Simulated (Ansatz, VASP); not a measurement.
TiC in VASP and in Ansatz

The input INCAR:

```
PREC = Accurate
ENCUT = 520
EDIFF = 1E-6
ISMEAR = 0
SIGMA = 0.15
LREAL = F
LASPH = T
NELM = 60
ALGO = Normal
ISIF = 2
LWAVE = F
LCHARG = F
GGA = PS
NBANDS = 15
```

Contents of KPOINTS:

```
Automatic mesh
0
Gamma
  18 18 18
```

Contents of POSCAR:

```
TiC
1.0
    0.0000000000      2.1315400000      2.1964600000
    2.1315400000      0.0000000000      2.1964600000
    2.1315400000      2.1315400000      0.0000000000
Ti C
1 1
Direct
    0.0000000000      0.0000000000      0.0000000000
    0.5000000000      0.5000000000      0.5000000000
```

Input for Ansatz:

```yaml
crystal:
  lattice:
    - [0.0, 2.13154, 2.19646]
    - [2.13154, 0.0, 2.19646]
    - [2.13154, 2.13154, 0.0]
  atoms:
    - { symbol: Ti, position: [0.0, 0.0, 0.0] }
    - { symbol: C, position: [0.5, 0.5, 0.5] }
basis:
  ecutwfc: 420
kpoints:
  mp_grid: { grid: [18, 18, 18] }
hamiltonian:
  xc: pbesol
scf:
  occupations: { method: gaussian, width: 0.15 }
output:
  forces: true
  stress: true
  eigenvalues: true
```

Change from the starting cell: strain -0.015 along x and y, +0.015 along z, atoms carried along.

Alike in both runs: task single point; functional PBEsol; k mesh 18 × 18 × 18; occupations gaussian, width 0.15 eV; no spin polarisation.

|  | VASP | Ansatz |
| --- | --- | --- |
| version | VASP 6.6.1 | Ansatz 0.2.0 |
| potentials or method | VASP PAW PBE potentials, release 64 (Ti_sv, C), cutoff 520 eV | scalar-relativistic, plane waves, PAW |
| valence electrons in the cell | 16 | 16 |

Ansatz gave:

```
gap on the k mesh at the Fermi level (eV)                     : none
pressure (GPa)                                                : -1.9
traceless stress, the component that is largest in VASP (GPa) : -7.92
```

Which values does VASP return?

gap on the k mesh at the Fermi level (eV): none; pressure (GPa): -1.6; traceless stress, the component that is largest in VASP (GPa): -7.95.

VASP's potentials were made for PBE, not for PBEsol. A gap of «none» marks a metal or a gap that the smearing closes.
